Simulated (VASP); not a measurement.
# SiO2 (I-42d) in VASP: notebook, part 2 of 2

VASP 6.6.1. The steps go on from the part before.

## (4) Relaxation of cell and atoms, PBE

This run uses another cell than the first one, of 15.54 Å³/atom.

The input, INCAR:

```
PREC = Accurate
ENCUT = 600
EDIFF = 1E-6
ISMEAR = 0
SIGMA = 0.01
LREAL = F
LASPH = T
NELM = 100
ALGO = Normal
ISIF = 3
LWAVE = F
LCHARG = F
GGA = PE
IBRION = 2
NSW = 80
EDIFFG = -0.001
```

The input, KPOINTS:

```
regular mesh
0
Gamma
  6 6 6
```

The input, POSCAR:

```
SiO2
1.0
   -2.5133692696      2.5133692696      3.6893906705
    2.5133692696     -2.5133692696      3.6893906705
    2.5133692696      2.5133692696     -3.6893906705
Si O
2 4
Direct
    0.0000000000      0.0000000000      0.0000000000
    0.7500000000      0.2500000000      0.5000000000
    0.9670112602      0.6250000000      0.8420112602
    0.3750000000      0.2170112602      0.3420112602
    0.7829887398      0.1250000000      0.1579887398
    0.8750000000      0.0329887398      0.6579887398
```

Potentials or basis: VASP PAW PBE potentials, release 64 (Si, O).

Run with:

```bash
cat potpaw_PBE.64/Si/POTCAR potpaw_PBE.64/O/POTCAR > POTCAR
mpirun -np 1 vasp_std > vasp.out
```

OUTCAR:

```text
PREC = Accurate
   ENCUT = 600
   EDIFF = 1E-6
   ISMEAR = 0
   LREAL = F
   LASPH = T
   NELM = 100
   ISIF = 3
   GGA = PE
   IBRION = 2
   NSW = 80
   EDIFFG = -0.001

 ion  position               nearest neighbor table
   1  0.000  0.000  0.000-   5 1.63   6 1.63   3 1.63   4 1.63   2 3.12   2 3.12   2 3.12   2 3.12

   2  0.750  0.250  0.500-   5 1.63   6 1.63   3 1.63   4 1.63   1 3.12   1 3.12   1 3.12   1 3.12

   3  0.967  0.625  0.842-   1 1.63   2 1.63
   4  0.375  0.217  0.342-   1 1.63   2 1.63
   5  0.783  0.125  0.158-   1 1.63   2 1.63
   6  0.875  0.033  0.658-   1 1.63   2 1.63

  LATTYP: Found a body centered tetragonal cell.
 ALAT       =     5.0267385392
 C/A-ratio  =     1.4679063340

  Lattice vectors:

 A1 = (  -2.5133692696,   2.5133692696,   3.6893906705)
[... 308 lines left out ...]

 number of electron      32.0000004 magnetization

 Free energy of the ion-electron system (eV)
  ---------------------------------------------------
  ext. energy  EPLUGINS =         0.00000000
  ---------------------------------------------------
  free energy    TOTEN  =       -47.50762629 eV

  energy without entropy =      -47.50762629  energy(sigma->0) =      -47.50762629

 E-fermi :  -0.5075     XC(G=0):  -8.0078

 val. band max:       -0.6390272945   @ k =   0.0000   0.0000   0.0000
 cond. band min:       5.0990333955   @ k =   0.0000   0.0000   0.0000
 fundamental gap:      5.7380606900
 Fermi energy:        -0.5074664178

 k-point     1 :       0.0000    0.0000    0.0000
  band No.  band energies     occupation
      1     -19.7442      2.00000
      2     -17.7424      2.00000
      3     -17.7424      2.00000
      4     -17.6875      2.00000
      5      -9.8744      2.00000
      6      -6.1293      2.00000
[... 541 lines left out ...]
     19       9.1352      0.00000
     20       9.5870      0.00000

 [... further k-points ...]
[... 5 lines left out ...]
  --------------------------------------------------------------------------------------
  -------------------------------------------------------------------------------------
  Total        0.0015744      0.0015744      0.0015468      0.0000000      0.0000000      0.0000000
  in kB        0.0270759      0.0270759      0.0266027      0.0000000      0.0000000      0.0000000
  external PRESSURE =       0.0269182 kB  Pullay stress =       0.0000000 kB
[... 21 lines left out ...]
  FREE ENERGIE OF THE ION-ELECTRON SYSTEM (eV)
  ---------------------------------------------------
  free  energy   TOTEN  =       -47.5076262856 eV

  energy  without entropy=      -47.5076262856  energy(sigma->0) =      -47.50762629

 reached required accuracy - stopping structural energy minimisation
```

OSZICAR:

```text
N       E                     dE             d eps       ncg     rms          rms(c)
DAV:   1     0.225171654311E+03    0.22517E+03   -0.17736E+04  1200   0.160E+03
DAV:   2    -0.372125488632E+02   -0.26238E+03   -0.25466E+03  1680   0.334E+02
DAV:   3    -0.536868866412E+02   -0.16474E+02   -0.16423E+02  1420   0.939E+01
[... 23 lines left out ...]
DAV:   4    -0.475076269314E+02    0.15848E-05   -0.27338E-06  1124   0.126E-02    0.291E-03
DAV:   5    -0.475076265610E+02    0.37045E-06   -0.29291E-07   656   0.424E-03
   3 F= -.47507627E+02 E0= -.47507627E+02  d E =-.293253E-04
       N       E                     dE             d eps       ncg     rms          rms(c)
DAV:   1    -0.475076267194E+02    0.21204E-06   -0.12240E-05  1360   0.315E-02    0.495E-03
DAV:   2    -0.475076262856E+02    0.43381E-06   -0.12554E-06   648   0.878E-03
   4 F= -.47507626E+02 E0= -.47507626E+02  d E =-.290499E-04
```

CONTCAR:

```text
SiO2
   1.00000000000000
    -2.5127895397751145    2.5127895397751145    3.6885592503092863
     2.5127895397751145   -2.5127895397751145    3.6885592503092863
     2.5127895397751145    2.5127895397751145   -3.6885592503092863
  Si              O
     2     4
Direct
     0.0000000000000000    0.0000000000000000    0.0000000000000000
     0.7500000000000000    0.2500000000000000    0.5000000000000000
     0.9669794675908923    0.6250000000000000    0.8419794675908923
     0.3750000000000000    0.2169794675908923    0.3419794675908924
     0.7830205324091077    0.1250000000000000    0.1580205324091077
     0.8750000000000000    0.0330205324091077    0.6580205324091077

  0.00000000E+00  0.00000000E+00  0.00000000E+00
  0.00000000E+00  0.00000000E+00  0.00000000E+00
  0.00000000E+00  0.00000000E+00  0.00000000E+00
  0.00000000E+00  0.00000000E+00  0.00000000E+00
  0.00000000E+00  0.00000000E+00  0.00000000E+00
  0.00000000E+00  0.00000000E+00  0.00000000E+00
```

It took 92 s on 1 thread of AMD EPYC 9R14 (Zen 4), shared host; peak memory 0.24 GiB.

Results:

```yaml
Free_energy: -47.5076 eV
Relaxed_volume: 15.53 Å³/atom
Relaxed_cell: a = 5.122 Å, b = 5.122 Å, c = 5.122 Å, α = 121.24°, β = 121.24°, γ = 87.87°
Space_group_after_relaxing_to_0.1_Å: I-42d (No. 122)
Energy_gained_by_relaxing: 0.0 meV/atom
Ionic_steps: 4
Pressure_after_relaxing: 0.0 GPa
Band_gap_on_the_k_mesh: 5.74 eV
```

Final structure:
```
Si O
1.0
    -2.51279    2.51279    3.68856
     2.51279   -2.51279    3.68856
     2.51279    2.51279   -3.68856
Si O
2 4
Direct
  0.00000 0.00000 0.00000
  0.75000 0.25000 0.50000
  0.96698 0.62500 0.84198
  0.37500 0.21698 0.34198
  0.78302 0.12500 0.15802
  0.87500 0.03302 0.65802
```

## (5) Summary

```tsv
task	cell	k mesh	cutoff (eV)	smearing	gap on the mesh (eV)	pressure (GPa)	relaxed volume (Å³/atom)
relaxation of cell and atoms	relaxed from a = 5.029 Å, angles 123.7, 123.7, 83.8°, 6 atoms, atomic positions A	8 × 8 × 8	600	gaussian 0.02 eV	5.73	0.0	15.58
single point	a = 5.124 Å, angles 121.2, 121.2, 87.9°, 6 atoms, atomic positions B	6 × 6 × 6	520	gaussian 0.01 eV	5.73	0.1	-
relaxation of cell and atoms	relaxed from a = 5.123 Å, angles 121.2, 121.2, 87.9°, 6 atoms, atomic positions B	6 × 6 × 6	600	gaussian 0.01 eV	5.74	0.0	15.53
```

Alike in all rows: level PBE; potentials or basis VASP PAW PBE potentials, release 64 (Si, O); no spin polarisation.

Total energies depend on the potentials used, so only differences within one code and one set of settings carry meaning.
